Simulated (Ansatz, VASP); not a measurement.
One calculation of Fe, two programs

File INCAR:

```
ALGO     = Normal         # electronic algorithm
EDIFF    = 1E-6           # SCF threshold, eV
ENCUT    = 520            # plane-wave cutoff, eV
GGA      = PS             # functional
ISIF     = 2              # what is computed and relaxed
ISMEAR   = 0              # smearing method
ISPIN    = 2              # spin polarisation
LASPH    = True           # aspherical terms in the spheres
LCHARG   = False          # write CHGCAR
LMAXMIX  = 4              # l up to which the mixer works
LORBIT   = 11             # projections on sites
LREAL    = False          # projectors in reciprocal space
LWAVE    = False          # write WAVECAR
MAGMOM   = 4 4            # initial moments
NBANDS   = 19             # bands
NELM     = 150            # most SCF steps
PREC     = Accurate       # precision mode
SIGMA    = 0.1            # smearing width, eV
```

File KPOINTS:

```
k-points
0
Gamma
  9 9 9
```

Contents of POSCAR:

```
Fe
1.0
    1.5630294866      0.9024154948      2.8984507864
   -1.5630294866      0.9024154948      2.8984507864
    0.0000000000     -1.8048309896      2.8984507864
Fe
2
Direct
    0.2275400000      0.2275400000      0.2275400000
    0.7724600000      0.7724600000      0.7724600000
```

Input for Ansatz:

```yaml
crystal:
  lattice:
    - [1.5630294866, 0.9024154948, 2.8984507864]
    - [-1.5630294866, 0.9024154948, 2.8984507864]
    - [0.0, -1.8048309896, 2.8984507864]
  atoms:
    - { symbol: Fe, position: [0.22754, 0.22754, 0.22754], spin: 4.0 }
    - { symbol: Fe, position: [0.77246, 0.77246, 0.77246], spin: 4.0 }
basis:
  ecutwfc: 420
kpoints:
  mp_grid: { grid: [9, 9, 9] }
hamiltonian:
  xc: pbesol
scf:
  occupations: { method: gaussian, width: 0.1 }
  lower_state_search: "off"
output:
  forces: true
  stress: true
  eigenvalues: true
  populations: true
magnetization:
  spin_polarized: true
```

Alike in both runs: task single point; functional PBEsol; k mesh 9 × 9 × 9; occupations gaussian, width 0.1 eV; collinear spin.

|  | VASP | Ansatz |
| --- | --- | --- |
| version | VASP 6.6.1 | Ansatz 0.2.0 |
| potentials or method | VASP PAW PBE potentials, release 64 (Fe), cutoff 520 eV | scalar-relativistic, plane waves, PAW |
| valence electrons in the cell | 16 | 32 |

|  | VASP | Ansatz | Ansatz less VASP |
| --- | --- | --- | --- |
| gap on the k mesh at the Fermi level (eV) | none | none | - |
| pressure (GPa) | 0.8 | 1.5 | +0.75 |
| traceless stress, the component that is largest in VASP (GPa) | 0.26 | 0.34 | +0.079 |
| rms of the force components (eV/Å) | 1.044 | 1.072 | +0.0284 |
| net moment per atom (μB) | 1.33 | 1.31 | -0.017 |
| size of the moment on the site where the two differ most (μB) | 1.30 | 1.25 | -0.053 |

VASP's potentials were made for PBE, not for PBEsol. Site moments also hang on the region over which each program counts them. Atom by atom the forces differ by 0.028 eV/Å (rms over components). A gap of «none» marks a metal or a gap that the smearing closes. VASP's potentials hold 16 valence electrons a cell and Ansatz's 32, so a difference there can come from the potentials and not from the codes.
